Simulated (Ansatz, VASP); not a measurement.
HfO2 in VASP and in Ansatz

File INCAR:

```
SYSTEM = HfO2
PREC     = Accurate       ! precision mode
ENCUT    = 520            ! plane-wave cutoff, eV
EDIFF    = 1E-7           ! SCF threshold, eV
ISMEAR   = 0              ! smearing method
SIGMA    = 0.02           ! smearing width, eV
LREAL    = .False.        ! projectors in reciprocal space
LASPH    = .True.         ! aspherical terms in the spheres
NELM     = 80             ! most SCF steps
ALGO     = Normal         ! electronic algorithm
ISIF     = 2              ! what is computed and relaxed
LWAVE    = .False.        ! write WAVECAR
LCHARG   = .False.        ! write CHGCAR
GGA      = PE             ! functional
NBANDS   = 31             ! bands
```

The input KPOINTS:

```
Automatic mesh
0
Gamma
  8 8 8
  0 0 0
```

POSCAR

```
HfO2
1.0
   -2.0097111786      2.0097111786      5.3212988156
    2.0097111786     -2.0097111786      5.3212988156
    2.0097111786      2.0097111786     -5.3212988156
Hf O
2 4
Direct
    0.0000000000      0.0000000000      0.0000000000
    0.7500000000      0.2500000000      0.5000000000
    0.9517231771      0.4517231771      0.5000000000
    0.2017231771      0.2017231771      0.0000000000
    0.5482768229      0.0482768229      0.5000000000
    0.7982768229      0.7982768229      0.0000000000
```

Input for Ansatz:

```yaml
crystal:
  lattice:
    - [-2.0097111786, 2.0097111786, 5.3212988156]
    - [2.0097111786, -2.0097111786, 5.3212988156]
    - [2.0097111786, 2.0097111786, -5.3212988156]
  atoms:
    - { symbol: Hf, position: [0.0, 0.0, 0.0] }
    - { symbol: Hf, position: [0.75, 0.25, 0.5] }
    - { symbol: O, position: [0.9517231771, 0.4517231771, 0.5] }
    - { symbol: O, position: [0.2017231771, 0.2017231771, 0.0] }
    - { symbol: O, position: [0.5482768229, 0.0482768229, 0.5] }
    - { symbol: O, position: [0.7982768229, 0.7982768229, 0.0] }
basis:
  ecutwfc: 420
kpoints:
  mp_grid: { grid: [8, 8, 8] }
  band_path: { path: [VBM, CBM], npoints: 2 }
hamiltonian:
  xc: pbe
scf:
  occupations: { method: gaussian, width: 0.02 }
output:
  forces: true
  stress: true
  eigenvalues: true
checkpoint:
  read: start.run
  write: ck
  compress: false
  write_wavefunctions: false
  write_every: 100000
```

Alike in both runs: task single point; functional PBE; k mesh 8 × 8 × 8; occupations gaussian, width 0.02 eV; no spin polarisation.

```csv
,VASP,Ansatz
version,VASP 6.6.1,Ansatz 0.2.0
potentials or method,"VASP PAW PBE potentials, release 64 (Hf_pv, O), cutoff 520 eV","scalar-relativistic, plane waves, PAW"
valence electrons in the cell,44,76
```

VASP gave:

* gap on the k mesh at the Fermi level (eV): 4.42
* least direct gap on the mesh (eV): 4.65
* pressure (GPa): -2.4
* traceless stress, the component that is largest in VASP (GPa): -0.23
* rms of the force components (eV/Å): 0.022

Task: Estimate Ansatz's values.

Result: gap on the k mesh at the Fermi level (eV): 4.42; least direct gap on the mesh (eV): 4.66; pressure (GPa): 0.0; traceless stress, the component that is largest in VASP (GPa): 0.07; rms of the force components (eV/Å): 0.002.

Atom by atom the forces differ by 0.023 eV/Å (rms over components). VASP's potentials hold 44 valence electrons a cell and Ansatz's 76, so a difference there can come from the potentials and not from the codes.

Neither program's run includes spin-orbit coupling.
